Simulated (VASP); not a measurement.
P, 4 atoms in the cell. The cell holds a slab with vacuum, 4 atoms: a = 3.323 Å, b = 4.165 Å, c = 30.338 Å, α = 90.00°, β = 90.00°, γ = 90.00°.  This cell differs from its parent crystal: a layer taken out of the bulk.

```yaml
Program: VASP 6.6.1
Task: single point
Functional: PBE
Dispersion: D3(BJ)
Potentials_or_basis: VASP PAW PBE potentials, release 64 (P)
Cutoff: 520 eV
k_mesh: 10 × 8 × 1
Occupations: gaussian, width 0.02 eV
Spin: no spin polarisation
Dipole_correction: yes
Further_INCAR_settings: ALGO = Normal; EDIFF = 1e-06; NBANDS = 18
```

Potentials or basis: VASP PAW PBE potentials, release 64 (P).

Launch:

```console
$ cat potpaw_PBE.64/P/POTCAR > POTCAR
$ mpirun -np 1 vasp_std > vasp.out
```

Hardware: 1 thread of Intel(R) Xeon(R) 6975P-C (Granite Rapids), on a shared host.

Question: Estimate the wall time of this run.

Answer: It took 3.1 min on 1 thread of Intel(R) Xeon(R) 6975P-C (Granite Rapids), on a shared host, peak memory 0.55 GiB. Counts: scf iterations 22, k points 30.
